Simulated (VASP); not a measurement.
C: single point with r2SCAN

C:

```
C
1.0
     1.16663    0.67355    3.43069
    -1.16663    0.67355    3.43069
     0.00000   -1.34710    3.43069
C
2
Direct
  0.16400 0.16400 0.16400
  0.83600 0.83600 0.83600
```

This cell differs from its parent crystal: strain -0.050 along x and y, +0.025 along z.

- Program: VASP 6.6.1
- Task: single point
- Functional: r2SCAN
- Potentials or basis: VASP PAW PBE potentials, release 64 (C)
- Cutoff: 520 eV
- k mesh: 12 × 12 × 12
- Occupations: gaussian, width 0.05 eV
- Spin: no spin polarisation

```yaml
Pressure: 53.9 GPa
Largest_force: 0.874 eV/Å
```

Forces in eV/Å, atoms in the order of the input:
```
C    0.000  0.000  0.874
C    0.000  0.000 -0.874
```

Stress tensor (GPa, compression positive):
```
81.06  0.00  0.00
 0.00 81.06  0.00
 0.00  0.00 -0.54
```

Wall time 98 s on 1 thread of Intel(R) Xeon(R) 6975P-C (Granite Rapids), with other jobs on the host, peak memory 0.17 GiB.

Caveat: the cell differs from its parent crystal (strain -0.050 along x and y, +0.025 along z); the stress differs along the axes, from -1 to 81 GPa; the PAW data sets were made with another functional, which shifts forces and pressure a little.
